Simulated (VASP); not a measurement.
A run of VASP 6.6.1 is set up as follows.

File INCAR:

```
SYSTEM = Ge
  ALGO = Normal
  EDIFF = 1E-6
  ENCUT = 500
  GGA = PE
  GGA_COMPAT = .FALSE.
  ISIF = 2
  ISMEAR = -1
  LASPH = .TRUE.
  LCHARG = .FALSE.
  LREAL = .FALSE.
  LWAVE = .FALSE.
  NBANDS = 21
  NELM = 120
  PREC = Accurate
  SIGMA = 0.02
```

Contents of KPOINTS:

```
k-points
0
G
  4 4 4
  0 0 0
```

The input POSCAR:

```
Ge
1.0
   -2.5744897190      2.5744897190      1.3974126432
    2.5744897190     -2.5744897190      1.3974126432
    2.5744897190      2.5744897190     -1.3974126432
Ge
2
Direct
    0.5000000000      0.5000000000      0.0000000000
    0.2500000000      0.7500000000      0.5000000000
```

Potentials or basis: VASP PAW PBE potentials, release 64 (Ge_d).

The run is started by

```sh
$ cat potpaw_PBE.64/Ge_d/POTCAR > POTCAR
$ mpirun -np 1 vasp_std > vasp.out
```

Q: Estimate the band gap on the k mesh.

A: Zero (band 14 reaches 7.40 eV, above the bottom of band 15 at 5.14 eV).

Q: What does it give for the pressure?

A: 2.8 GPa.

Stress tensor (GPa, compression positive):
```
-0.84  0.00  0.00
 0.00 -0.84  0.00
 0.00  0.00 10.04
```

Caveat: the k points lie up to 0.64 Å⁻¹ apart.
